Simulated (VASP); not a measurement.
A run of VASP 6.6.1 is set up as follows.

Contents of POSCAR:

```
Cr
1.0
    2.3928153992      0.0000000000      0.0000000000
    0.0000000000      2.3928153992      0.0000000000
    0.0000000000      0.0000000000      2.3928153992
Cr
1
Direct
    0.0000000000      0.0000000000      0.0000000000
```

INCAR.step1

```
SYSTEM = Cr
PREC = Accurate
ENCUT = 600
ISMEAR = 0
SIGMA = 0.1
LREAL = .FALSE.
LASPH = .TRUE.
NELM = 150
ISPIN = 2
MAGMOM = -0.11
LMAXMIX = 4
GGA = PE
ALGO = Normal
EDIFF = 1E-4
LWAVE = .TRUE.
LCHARG = .FALSE.
```

Contents of INCAR.step2:

```
SYSTEM = Cr
PREC = Accurate
ENCUT = 600
EDIFF = 1E-7
ISMEAR = 0
SIGMA = 0.1
LREAL = .FALSE.
LASPH = .TRUE.
NELM = 150
ALGO = Normal
ISIF = 3
LWAVE = .FALSE.
LCHARG = .FALSE.
ISPIN = 2
MAGMOM = -0.11
LORBIT = 11
LMAXMIX = 4
METAGGA = R2SCAN
LMIXTAU = .TRUE.
IBRION = 2
NSW = 90
EDIFFG = -0.04
ISTART = 1
```

Contents of KPOINTS:

```
Automatic mesh
0
G
  8 8 8
  0 0 0
```

Potentials or basis: VASP PAW PBE potentials, release 64 (Cr_pv).

The run is started by

```console
$ cat potpaw_PBE.64/Cr_pv/POTCAR > POTCAR
$ cp INCAR.step1 INCAR
$ mpirun -np 1 vasp_std > vasp.out
$ cp INCAR.step2 INCAR
$ mpirun -np 1 vasp_std > vasp.out
```

Predict the relaxed cell.

a = 2.331 Å, b = 2.331 Å, c = 2.331 Å, α = 90.00°, β = 90.00°, γ = 90.00°.

Estimate the net moment.

0.00 μB per cell.

The path:
| step | energy change (eV) | largest force (eV/Å) | pressure (GPa) | volume (Å³) |
| --- | --- | --- | --- | --- |
| 1 | 0.0000 | 0.0000 | -13.91 | 13.70 |
| 2 | 0.0354 | 0.0000 | 25.03 | 11.47 |
| 3 | -0.0491 | 0.0000 | -0.35 | 12.67 |

Caveat: the PAW data sets were made with another functional, which shifts forces and pressure a little.
